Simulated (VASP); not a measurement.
## SnO2: single point with PBE

SnO2:

```
CELL_PARAMETERS angstrom
4.73800 0.00000 0.00000
0.00000 4.73800 0.00000
0.00000 0.00000 3.18650
ATOMIC_POSITIONS crystal
Sn 0.00000 0.00000 0.00000
Sn 0.50000 0.50000 0.50000
O 0.30540 0.30540 0.00000
O 0.19460 0.80540 0.50000
O 0.69460 0.69460 0.00000
O 0.80540 0.19460 0.50000
```

```
Program             : VASP 6.6.1
Task                : single point
Functional          : PBE
Potentials or basis : VASP PAW PBE potentials, release 64 (Sn_d, O)
Cutoff              : 520 eV
k mesh              : 6 × 6 × 10
Occupations         : gaussian, width 0.05 eV
Spin                : no spin polarisation
```

| Property | Result |
| --- | --- |
| Pressure | 11.4 GPa |
| Largest force | 0.016 eV/Å |
| Band gap on the k mesh | 1.24 eV |

Forces on the atoms (eV/Å):
```
Sn   0.000  0.000  0.000
Sn   0.000  0.000  0.000
O   -0.011 -0.011  0.000
O    0.011 -0.011  0.000
O    0.011  0.011  0.000
O   -0.011  0.011  0.000
```

Stress tensor (GPa, compression positive):
```
10.58  0.00  0.00
 0.00 10.58  0.00
 0.00  0.00 13.11
```

Levels at points of the mesh, in eV from the valence-band top:
```
           k point  band 23  band 24  band 25  band 26  band 27  band 28  band 29  band 30
(0.00, 0.00, 0.00)    -1.24    -0.79    -0.79     0.00     1.24     6.21     6.32     6.32
(0.50, 0.00, 0.00)    -1.20    -1.20    -0.63    -0.63     4.44     4.44     7.11     7.11
(0.50, 0.50, 0.00)    -1.32    -1.32    -0.91    -0.91     4.87     4.87     7.54     7.54
(0.00, 0.00, 0.50)    -1.67    -1.67    -1.26    -1.26     6.18     6.18     9.75     9.75
(0.50, 0.00, 0.50)    -1.11    -1.11    -0.71    -0.71     6.46     6.46     8.06     8.06
(0.50, 0.50, 0.50)    -0.96    -0.96    -0.84    -0.84     4.82     4.82     8.93     8.93
```

Run time: 120 s on 1 thread of AMD EPYC 7R13 Processor (Zen 3), on a shared host, peak memory 0.22 GiB.

Caveat: the cell stands under pressure; spin-orbit coupling is left out, which moves the levels of the heavy elements.
